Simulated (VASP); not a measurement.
Set up this calculation in VASP 6.6.1, as the native input.

```yaml
Task: single point
Functional: PBE
Potentials_or_basis: VASP PAW PBE potentials, release 64 (Ir, Rh_pv)
Cutoff: 520 eV
k_mesh: 6 × 6 × 4
Occupations: gaussian, width 0.1 eV
Spin: no spin polarisation
Dipole_correction: no
Further_INCAR_settings: ALGO = Normal; EDIFF = 1e-06; NBANDS = 24
```

The structure of Ir2Rh lies in POSCAR:

```
Ir2Rh
1.0
    2.7052054600      0.0000000000      0.0000000000
   -1.3526027300      2.3427766500      0.0000000000
    0.0000000000      0.0000000000      6.6263730200
Ir Rh
2 1
Direct
    0.3333333300      0.6666666700      0.6666666700
    0.6666666700      0.3333333300      0.3333333300
    0.0000000000      0.0000000000      0.0000000000
```

One way to write it, as run:

INCAR

```
  ALGO = Normal
  EDIFF = 1E-6
  ENCUT = 520
  GGA = PE
  ISIF = 2
  ISMEAR = 0
  LASPH = T
  LCHARG = F
  LREAL = F
  LWAVE = F
  NBANDS = 24
  NELM = 80
  PREC = Accurate
  SIGMA = 0.1
```

KPOINTS

```
k-points
0
Gamma
  6 6 4
```

Potentials or basis: VASP PAW PBE potentials, release 64 (Ir, Rh_pv).

Run with:

```sh
$ cat potpaw_PBE.64/Ir/POTCAR potpaw_PBE.64/Rh_pv/POTCAR > POTCAR
$ mpirun -np 1 vasp_std > vasp.out
```

Results of the run:

The pressure is 8.8 GPa. The largest force is 0.088 eV/Å.

Caveat: the k points lie up to 0.45 Å⁻¹ apart.

Run time: 37 s on 1 thread of AMD EPYC 7R43 64-Core Processor (Zen 3), on a shared host, peak memory 0.12 GiB.
